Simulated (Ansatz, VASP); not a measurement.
Li2S: VASP beside Ansatz

```
Li S
1.0
     2.82731    2.82731    0.00000
    -2.82731    2.82731    0.00000
     0.00000    2.82731    2.82731
Li S
2 1
Direct
  0.25000 0.75000 0.50000
  0.75000 0.25000 0.50000
  0.00000 0.00000 0.00000
```

Alike in both runs: functional PBEsol; k mesh 12 × 12 × 12; occupations fermi-dirac, width 0.08 eV; no spin polarisation.

Ansatz relaxed the structure, and its values are those at the end. VASP's run is a single point on that final structure, the one shown.

|  | VASP | Ansatz |
| --- | --- | --- |
| version | VASP 6.6.1 | Ansatz 0.2.0 |
| potentials or method | VASP PAW PBE potentials, release 64 (Li_sv, S) | PAW with Ansatz's default frozen-core files, scalar-relativistic |
| plane-wave cutoff (eV) | 750 | 420 |
| valence electrons in the cell | 12 | 12 |

|  | VASP | Ansatz | Ansatz less VASP |
| --- | --- | --- | --- |
| pressure (GPa) | 0.0 | 0.0 | +0.06 |

VASP's potentials were made for PBE, not for PBEsol.
